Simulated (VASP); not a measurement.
Input of a VASP 6.6.1 run:

INCAR

```
ALGO = Normal
EDIFF = 1E-6
ENCUT = 520
ISIF = 2
ISMEAR = 0
LASPH = True
LCHARG = False
LREAL = False
LWAVE = False
NBANDS = 30
NELM = 60
PREC = Accurate
SIGMA = 0.02
```

The input KPOINTS:

```
k-points
0
Gamma
  4 4 4
```

The input POSCAR:

```
In3Sb
1.0
    4.6281925122      0.0000000000      0.0000000000
    0.0000000000      4.6281925122      0.0000000000
    0.0000000000      0.0000000000      4.6281925122
Sb In
1 3
Direct
    0.0000000000      0.0000000000      0.0000000000
    0.0000000000      0.5000000000      0.5000000000
    0.5000000000      0.0000000000      0.5000000000
    0.5000000000      0.5000000000      0.0000000000
```

Potentials or basis: VASP PAW LDA potentials, release 64 (Sb, In_d).

Command:

```sh
$ cat potpaw_LDA.64/Sb/POTCAR potpaw_LDA.64/In_d/POTCAR > POTCAR
$ mpirun -np 1 vasp_std > vasp.out
```

(1) Predict the pressure.

(2) What does it give for the band gap on the k mesh?

Answers

(1) 0.1 GPa.

(2) zero (band 22 reaches 8.70 eV, above the bottom of band 23 at 4.59 eV).

Caveat: spin-orbit coupling is left out, which moves the levels of the heavy elements.
